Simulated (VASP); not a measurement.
ZrO2:

```
Zr O
1.0
     3.60017    0.00000    0.00000
     0.00000    3.60017    0.00000
     0.00000    0.00000    5.22516
Zr O
2 4
Direct
  0.00000 0.00000 0.00000
  0.50000 0.50000 0.50000
  0.00000 0.50000 0.30177
  0.00000 0.50000 0.80177
  0.50000 0.00000 0.69823
  0.50000 0.00000 0.19823
```

```yaml
Program: VASP 6.6.1
Task: relaxation of cell and atoms
Functional: PBEsol
Potentials_or_basis: VASP PAW PBE potentials, release 64 (Zr_sv, O)
Cutoff: 600 eV
k_mesh: 6 × 6 × 6
Occupations: gaussian, width 0.02 eV
Spin: no spin polarisation
```

At the start: pressure -3.1 GPa; volume 11.29 Å³/atom.

Problem. Where does the relaxation end?

Solution. Over 8 steps the energy falls by 2.1 meV/atom and the volume is 11.09 Å³/atom (-1.8 %); space group P4_2/nmc (No. 137, to 0.1 Å) before and after.

Step by step:
```
step  energy change (eV)  largest force (eV/Å)  pressure (GPa)  volume (Å³)
   1              0.0000                0.0011           -3.10        67.72
   2              0.0092                0.1785            4.77        65.61
   3             -0.0087                0.0712            0.01        66.84
   4             -0.0098                0.0655           -0.01        66.79
   5             -0.0107                0.0572           -0.03        66.72
   6             -0.0108                0.0535           -0.03        66.68
   7             -0.0115                0.0398           -0.02        66.64
   8             -0.0124                0.0016            0.00        66.52
```

Final structure:
```xyz
6
Lattice="3.5857 0.0000 0.0000 0.0000 3.5857 0.0000 0.0000 0.0000 5.1736" Properties=species:S:1:pos:R:3 pbc="T T T"
Zr    0.0000    0.0000    0.0000
Zr    1.7928    1.7928    2.5868
O     0.0000    1.7928    1.5388
O     0.0000    1.7928    4.1256
O     1.7928    0.0000    3.6348
O     1.7928    0.0000    1.0480
```

Caveat: the PAW data sets were made with another functional, which shifts forces and pressure a little.
